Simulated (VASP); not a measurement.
# Ru (P6_3/mmc) in VASP: further runs

Ru is run at these levels: PBEsol; tasks: single point.

Program: VASP 6.6.1. These are calculated values, not measurements. Logs are shortened: lines on timing, memory, paths and dates and some standing lists are left out, and cuts for length are marked.

### 1 The cell of the first run

The structure is hexagonal, space group P6_3/mmc (No. 194). Conventional cell: a = 2.706 Å, b = 2.706 Å, c = 4.282 Å, α = 90.00°, β = 90.00°, γ = 120.00°. Ru (site symmetry -6m2) has 12 Ru at 2.65 to 2.71 Å within 3.5 Å.

### 2 Single point, PBEsol

Input file INCAR:

```
SYSTEM = Ru
ALGO = Normal
EDIFF = 1E-7
ENCUT = 520
GGA = PS
ISIF = 2
ISMEAR = -1
LASPH = .True.
LCHARG = .False.
LREAL = .False.
LWAVE = .False.
NBANDS = 21
NELM = 80
PREC = Accurate
SIGMA = 0.05
```

Input file KPOINTS:

```
k-points
0
Gamma
  3 3 2
  0 0 0
```

Input file POSCAR:

```
Ru
1.0
    2.7058000000      0.0000000000      0.0000000000
   -1.3529000000      2.3432920000      0.0000000000
    0.0000000000      0.0000000000      4.2819000000
Ru
2
Direct
    0.3333333333      0.6666666667      0.2500000000
    0.6666666667      0.3333333333      0.7500000000
```

Potentials or basis: VASP PAW PBE potentials, release 64 (Ru_pv).

Run with:

```console
> cat potpaw_PBE.64/Ru_pv/POTCAR > POTCAR
> mpirun -np 1 vasp_std > vasp.out
```

OUTCAR:

```text
SYSTEM = Ru
   EDIFF = 1E-7
   ENCUT = 520
   GGA = PS
   ISIF = 2
   ISMEAR = -1
   LASPH = .True.
   LREAL = .False.
   NELM = 80
   PREC = Accurate

 ion  position               nearest neighbor table
   1  0.333  0.667  0.250-   2 2.65   2 2.65   2 2.65   2 2.65   2 2.65   2 2.65
   2  0.667  0.333  0.750-   1 2.65   1 2.65   1 2.65   1 2.65   1 2.65   1 2.65

  LATTYP: Found a hexagonal cell.
 ALAT       =     2.7058000000
 C/A-ratio  =     1.5824894671

  Lattice vectors:

 A1 = (   2.7058000000,   0.0000000000,   0.0000000000)
 A2 = (  -1.3529000000,   2.3432920000,   0.0000000000)
 A3 = (   0.0000000000,   0.0000000000,   4.2819000000)

Analysis of symmetry for initial positions (statically):
=====================================================================
 Subroutine PRICEL returns:
 Original cell was already a primitive cell.

 Routine SETGRP: Setting up the symmetry group for a
 hexagonal supercell.

 Subroutine GETGRP returns: Found 24 space group operations
 (whereof 12 operations were pure point group operations)
 out of a pool of 24 trial point group operations.

The static configuration has the point symmetry D_3d.
 The point group associated with its full space group is D_6h.

Analysis of symmetry for dynamics (positions and initial velocities):
=====================================================================
 Subroutine PRICEL returns:
 Original cell was already a primitive cell.

 Routine SETGRP: Setting up the symmetry group for a
 hexagonal supercell.

 Subroutine GETGRP returns: Found 24 space group operations
 (whereof 12 operations were pure point group operations)
 out of a pool of 24 trial point group operations.

The dynamic configuration has the point symmetry D_3d.
 The point group associated with its full space group is D_6h.

 Subroutine INISYM returns: Found 24 space group operations
 (whereof 12 operations are pure point group operations),
 and found     1 'primitive' translations

----------------------------------------------------------------------------------------

                                     Primitive cell

  volume of cell :      27.1493

  direct lattice vectors                    reciprocal lattice vectors
     2.705800000  0.000000000  0.000000000     0.369576465  0.213375030  0.000000000
    -1.352900000  2.343292000  0.000000000     0.000000000  0.426750059  0.000000000
     0.000000000  0.000000000  4.281900000     0.000000000  0.000000000  0.233541185

  length of vectors
     2.705800000  2.705800400  4.281900000     0.426750122  0.426750059  0.233541185

  position of ions in fractional coordinates (direct lattice)
     0.333333333  0.666666667  0.250000000
     0.666666667  0.333333333  0.750000000

  ion indices of the primitive-cell ions
   primitive index   ion index
                 1           1
                 2           2

----------------------------------------------------------------------------------------

 KPOINTS: k-points

Automatic generation of k-mesh.
 Grid dimensions read from file:
 generate k-points for:    3    3    2

 Generating k-lattice:

  Cartesian coordinates                     Fractional coordinates (reciprocal lattice)
     0.123192155  0.071125010  0.000000000     0.333333333  0.000000000  0.000000000
     0.000000000  0.142250020  0.000000000     0.000000000  0.333333333  0.000000000
     0.000000000  0.000000000  0.116770592     0.000000000  0.000000000  0.500000000

  Length of vectors
     0.142250041  0.142250020  0.116770592

  Shift w.r.t. Gamma in fractional coordinates (k-lattice)
     0.000000000  0.000000000  0.000000000

 Subroutine IBZKPT returns following result:
 ===========================================

 Found      6 irreducible k-points:

 Following reciprocal coordinates:
            Coordinates               Weight
  0.000000  0.000000  0.000000      1.000000
  0.333333  0.000000  0.000000      6.000000
  0.333333  0.333333  0.000000      2.000000
  0.000000  0.000000  0.500000      1.000000
  0.333333  0.000000  0.500000      6.000000
  0.333333  0.333333  0.500000      2.000000
   k-points           NKPTS =      6   k-points in BZ     NKDIM =      6   number of bands    NBANDS=     21
   number of dos      NEDOS =    301   number of ions     NIONS =      2
   total plane-waves  NPLWV =  12800
   dimension x,y,z NGX =    20 NGY =   20 NGZ =   32
   dimension x,y,z NGXF=    40 NGYF=   40 NGZF=   64
   ions per type =               2
   NGX,Y,Z   is equivalent  to a cutoff of  12.29, 12.29, 12.42 a.u.
   NGXF,Y,Z  is equivalent  to a cutoff of  24.58, 24.58, 24.85 a.u.
 SYSTEM =  Ru
   PREC   = accura    normal or accurate (medium, high low for compatibility)
   ISTART =      0    job   : 0-new  1-cont  2-samecut
   ICHARG =      2    charge: 1-file 2-atom 10-const
   ISPIN  =      1    spin polarized calculation?
   LNONCOLLINEAR =      F non collinear calculations
   LSORBIT =      F    spin-orbit coupling
   LASPH  =      T    aspherical Exc in radial PAW
   ENCUT  =  520.0 eV  38.22 Ry    6.18 a.u.   5.03  5.03  7.96*2*pi/ulx,y,z
   NELM   =     80;   NELMIN=  2; NELMDL= -5     # of ELM steps
   EDIFF  = 0.1E-06   stopping-criterion for ELM
   LREAL  =      F    real-space projection
   EDIFFG = 0.1E-05   stopping-criterion for IOM
   NSW    =      0    number of steps for IOM
   IBRION =     -1    ionic relax: 0-MD 1-quasi-New 2-CG
   NFREE  =      0    steps in history (QN), initial steepest desc. (CG)
   ISIF   =      2    stress and relaxation
   ISYM   =      2    0-nonsym 1-usesym 2-fastsym
   POTIM  = 0.5000    time-step for ionic-motion
   TEBEG  =    0.0;   TEEND  =   0.0 temperature during run
   PSTRESS=    0.0 pullay stress
   NELECT =      28.0000    total number of electrons
   NUPDOWN=      -1.0000    fix difference up-down
   EMIN   =  10.00;   EMAX   =-10.00  energy-range for DOS
   EFERMI =   0.00;   METHOD = LEGACY
   ISMEAR =    -1;   SIGMA  =   0.05  broadening in eV -4-tet -1-fermi 0-gaus
   EFERMI_NEDOS =   21; number of points for ismear=-14 and -15
   IALGO  =     38    algorithm
   IMIX   =      4    mixing-type and parameters
     AMIX     =   0.40;   BMIX     =  1.00
     AMIX_MAG =   1.60;   BMIX_MAG =  1.00
  volume/ion in A,a.u.               =      13.57        91.61
  Fermi-wavevector in a.u.,A,eV,Ry     =   1.654022  3.125648 37.222669  2.735789
  Thomas-Fermi vector in A             =   2.742361
   LORBIT       =      0    0 simple, 1 ext, 2 COOP (PROOUT), +10 PAW based schemes
   GGA     = PS    functional components
   LHFCALC =     F    Hartree Fock is set to
   AEXX    =    0.0000 exact exchange contribution
   IVDW    =     0    specifies the selected vdW correction
   LEPSILON=     F    determine dielectric tensor
   LRPA    =     F    only Hartree local field effects (RPA)
 non-spin polarized calculation
  energy-cutoff  :      520.00
  volume of cell :       27.15
 maximum number of plane-waves:       732
 NGX is ok and might be reduce to    20
   NGX =  9   NGY =  9   NGZ = 15

 number of electron      28.0000008 magnetization

 Free energy of the ion-electron system (eV)
  ---------------------------------------------------
  ext. energy  EPLUGINS =         0.00000000
  ---------------------------------------------------
  free energy    TOTEN  =       -19.42512584 eV

  energy without entropy =      -19.40503725  energy(sigma->0) =      -19.41508155

 E-fermi :  13.1763     XC(G=0): -14.2839

 val. band max:       12.9186792552   @ k =   0.3333   0.0000   0.0000
 cond. band min:      13.2543022634   @ k =   0.0000   0.0000   0.5000
 fundamental gap:      0.3356230082
 Fermi energy:        13.1762503935

 k-point     1 :       0.0000    0.0000    0.0000
  band No.  band energies     occupation
      1     -30.9356      2.00000
      2     -29.9344      2.00000
      3     -29.9344      2.00000
      4     -29.7861      2.00000
      5     -29.7630      2.00000
      6     -29.7630      2.00000
      7       4.6323      2.00000
      8       6.4486      2.00000
      9      10.1172      2.00000
     10      10.1172      2.00000
     11      10.2496      2.00000
     12      10.8037      2.00000
     13      10.8037      2.00000
     14      11.3044      2.00000
     15      11.3044      2.00000
     16      13.8895      0.00000
     17      13.8895      0.00000
     18      13.9316      0.00000
     19      22.8554      0.00000
     20      22.9870      0.00000
     21      23.1039      0.00000

 k-point     2 :       0.3333    0.0000    0.0000
  band No.  band energies     occupation
      1     -30.6196      2.00000
      2     -30.4997      2.00000
      3     -30.3215      2.00000
      4     -30.1123      2.00000
      5     -29.9593      2.00000
      6     -29.8508      2.00000
      7       6.8774      2.00000
      8       7.2584      2.00000
      9       7.9463      2.00000
     10       9.6816      2.00000
     11       9.9944      2.00000
     12      10.5966      2.00000
     13      10.8646      2.00000
     14      12.9187      1.98848
     15      13.3481      0.06230
     16      13.3588      0.05066
     17      14.5292      0.00000
     18      22.1230      0.00000
     19      22.3864      0.00000
     20      22.9853      0.00000
     21      22.9945      0.00000

 k-point     3 :       0.3333    0.3333    0.0000
  band No.  band energies     occupation
      1     -30.5489      2.00000
      2     -30.3736      2.00000
      3     -30.3736      2.00000
      4     -30.2531      2.00000
      5     -30.2531      2.00000
      6     -30.1816      2.00000
      7       7.0886      2.00000
      8       8.3648      2.00000
      9       8.3648      2.00000
     10       8.9229      2.00000
     11       9.8424      2.00000
     12       9.8424      2.00000
     13      11.6410      2.00000
     14      13.7117      0.00004
     15      13.7117      0.00004
     16      14.1496      0.00000
     17      19.7178      0.00000
     18      19.8849      0.00000
     19      19.8849      0.00000
     20      22.9873      0.00000
     21      22.9873      0.00000

 k-point     4 :       0.0000    0.0000    0.5000
  band No.  band energies     occupation
      1     -30.3769      2.00000
      2     -30.3769      2.00000
      3     -29.8491      2.00000
      4     -29.8491      2.00000
      5     -29.8491      2.00000
      6     -29.8491      2.00000
      7       6.5739      2.00000
      8       6.5739      2.00000
      9       9.9455      2.00000
     10       9.9455      2.00000
     11       9.9464      2.00000
     12       9.9464      2.00000
     13       9.9464      2.00000
     14       9.9464      2.00000
     15      13.2543      0.34700
     16      13.2543      0.34700
     17      13.2543      0.34699
     18      13.2543      0.34699
     19      22.9862      0.00000
     20      22.9862      0.00000
     21      27.1689      0.00000

 k-point     5 :       0.3333    0.0000    0.5000
  band No.  band energies     occupation
      1     -30.6404      2.00000
      2     -30.6404      2.00000
      3     -30.0570      2.00000
      4     -30.0570      2.00000
      5     -29.9827      2.00000
      6     -29.9827      2.00000
      7       7.0386      2.00000
      8       7.0386      2.00000
      9       8.5073      2.00000
     10       8.5073      2.00000
     11      11.4757      2.00000
     12      11.4757      2.00000
     13      11.5009      2.00000
     14      11.5009      2.00000
     15      13.6231      0.00026
     16      13.6231      0.00026
     17      14.9785      0.00000
     18      14.9785      0.00000
     19      22.9852      0.00000
     20      22.9852      0.00000
     21      26.3143      0.00000

 k-point     6 :       0.3333    0.3333    0.5000
  band No.  band energies     occupation
      1     -30.6561      2.00000
      2     -30.6561      2.00000
      3     -30.3678      2.00000
      4     -30.3678      2.00000
      5     -29.9589      2.00000
      6     -29.9589      2.00000
      7       7.9726      2.00000
      8       7.9726      2.00000
      9       8.5723      2.00000
     10       8.5723      2.00000
     11       9.9840      2.00000
     12       9.9840      2.00000
     13      11.5220      2.00000
     14      11.5220      2.00000
     15      13.9160      0.00000
     16      13.9160      0.00000
     17      21.1203      0.00000
     18      21.1203      0.00000
     19      22.9759      0.00000
     20      22.9777      0.00000
     21      23.4201      0.00000

------------------------ aborting loop because EDIFF is reached ----------------------------------------

  FORCE on cell =-STRESS in cart. coord.  units (eV):
  Direction    XX          YY          ZZ          XY          YZ          ZX
  --------------------------------------------------------------------------------------
  -------------------------------------------------------------------------------------
  Total        3.5118476      3.5118490     -5.8048332      0.0000000      0.0000000     -0.0000000
  in kB      207.2466976    207.2467794   -342.5639867      0.0000000      0.0000000     -0.0000000
  external PRESSURE =      23.9764967 kB  Pullay stress =       0.0000000 kB

 VOLUME and BASIS-vectors are now :
 -----------------------------------------------------------------------------
  energy-cutoff  :      520.00
  volume of cell :       27.15
      direct lattice vectors                 reciprocal lattice vectors
     2.705800000  0.000000000  0.000000000     0.369576465  0.213375030  0.000000000
    -1.352900000  2.343292000  0.000000000     0.000000000  0.426750059  0.000000000
     0.000000000  0.000000000  4.281900000     0.000000000  0.000000000  0.233541185

 POSITION                                       TOTAL-FORCE (eV/Angst)
 -----------------------------------------------------------------------------------
     -0.00000      1.56219      1.07048         0.000000     -0.000000      0.000000
      1.35290      0.78110      3.21143        -0.000000      0.000000      0.000000
 -----------------------------------------------------------------------------------
    total drift:                               -0.000000      0.000000     -0.000000

  FREE ENERGIE OF THE ION-ELECTRON SYSTEM (eV)
  ---------------------------------------------------
  free  energy   TOTEN  =       -19.4251258449 eV

  energy  without entropy=      -19.4050372544  energy(sigma->0) =      -19.41508155
```

Wall time 4.5 s (1 thread of Intel Xeon Platinum 8259CL at 2.50GHz (Skylake/Cascade Lake), shared host); peak memory 0.13 GiB.

What came out:

| Property | Result |
| --- | --- |
| Free energy | -19.4251 eV |
| Pressure | 2.4 GPa |
| Band gap on the k mesh | zero (band 14 reaches 13.71 eV, above the bottom of band 15 at 11.30 eV) |

Stress tensor (GPa, compression positive):
```
 20.72   0.00   0.00
  0.00  20.72   0.00
  0.00   0.00 -34.26
```

Levels at points of the mesh, in eV from the Fermi level:
```csv
k point,band 11,band 12,band 13,band 14,band 15,band 16,band 17,band 18
"(0.00, 0.00, 0.00)",-2.93,-2.37,-2.37,-1.87,-1.87,0.71,0.71,0.76
"(0.00, 0.00, 0.50)",-3.23,-3.23,-3.23,-3.23,0.08,0.08,0.08,0.08
```

Caveat: the k points lie up to 0.89 Å⁻¹ apart; the PAW data sets were made with another functional, which shifts forces and pressure a little.

### 3 Single point, PBEsol

Input file INCAR:

```
SYSTEM = Ru
PREC = Accurate ; ENCUT = 520
EDIFF = 1E-7 ; ISMEAR = -1
SIGMA = 0.05 ; LREAL = .FALSE.
LASPH = .TRUE. ; NELM = 80
ALGO = Normal ; ISIF = 2
LWAVE = .FALSE. ; LCHARG = .FALSE.
GGA = PS ; NBANDS = 21
```

Input file KPOINTS:

```
Automatic mesh
0
G
  5 5 3
  0 0 0
```

POSCAR is that of step 2.

Potentials or basis: VASP PAW PBE potentials, release 64 (Ru_pv).

Run with:

```console
> cat potpaw_PBE.64/Ru_pv/POTCAR > POTCAR
> mpirun -np 1 vasp_std > vasp.out
```

OUTCAR:

```text
SYSTEM = Ru
   PREC = Accurate
   ENCUT = 520
   EDIFF = 1E-7
   ISMEAR = -1
   LREAL = .FALSE.
   LASPH = .TRUE.
   NELM = 80
   ISIF = 2
   GGA = PS

 ion  position               nearest neighbor table
   1  0.333  0.667  0.250-   2 2.65   2 2.65   2 2.65   2 2.65   2 2.65   2 2.65
   2  0.667  0.333  0.750-   1 2.65   1 2.65   1 2.65   1 2.65   1 2.65   1 2.65

  LATTYP: Found a hexagonal cell.
 ALAT       =     2.7058000000
 C/A-ratio  =     1.5824894671

  Lattice vectors:

[... 411 lines left out ...]

------------------------ aborting loop because EDIFF is reached ----------------------------------------

  FORCE on cell =-STRESS in cart. coord.  units (eV):
  Direction    XX          YY          ZZ          XY          YZ          ZX
  --------------------------------------------------------------------------------------
  -------------------------------------------------------------------------------------
  Total       -1.5141249     -1.5141255     -0.6039842      0.0000000      0.0000000      0.0000000
  in kB      -89.3539294    -89.3539647    -35.6432688      0.0000000      0.0000000      0.0000000
  external PRESSURE =     -71.4503876 kB  Pullay stress =       0.0000000 kB

 VOLUME and BASIS-vectors are now :
 -----------------------------------------------------------------------------
  energy-cutoff  :      520.00
  volume of cell :       27.15
      direct lattice vectors                 reciprocal lattice vectors
     2.705800000  0.000000000  0.000000000     0.369576465  0.213375030  0.000000000
    -1.352900000  2.343292000  0.000000000     0.000000000  0.426750059  0.000000000
     0.000000000  0.000000000  4.281900000     0.000000000  0.000000000  0.233541185

 POSITION                                       TOTAL-FORCE (eV/Angst)
 -----------------------------------------------------------------------------------
     -0.00000      1.56219      1.07048        -0.000000      0.000000      0.000000
      1.35290      0.78110      3.21143         0.000000     -0.000000      0.000000
 -----------------------------------------------------------------------------------
    total drift:                               -0.000000      0.000000     -0.000000

  FREE ENERGIE OF THE ION-ELECTRON SYSTEM (eV)
  ---------------------------------------------------
  free  energy   TOTEN  =       -20.3436655455 eV

  energy  without entropy=      -20.3272547698  energy(sigma->0) =      -20.33546016
```

Run time: 5.9 s. Hardware: 1 thread of Intel Xeon Platinum 8259CL at 2.50GHz (Skylake/Cascade Lake), shared host; peak memory 0.13 GiB.

Results:

```yaml
Free_energy: -20.3437 eV
Pressure: -7.1 GPa
Band_gap_on_the_k_mesh: zero (band 14 reaches 13.77 eV, above the bottom of band 15 at 11.38 eV)
```

Levels at points of the mesh, in eV from the Fermi level:
```csv
k point,band 11,band 12,band 13,band 14,band 15,band 16,band 17,band 18
"(0.00, 0.00, 0.00)",-2.48,-1.98,-1.98,-1.43,-1.43,1.14,1.16,1.16
```

Caveat: the k points lie up to 0.54 Å⁻¹ apart; the PAW data sets were made with another functional, which shifts forces and pressure a little.
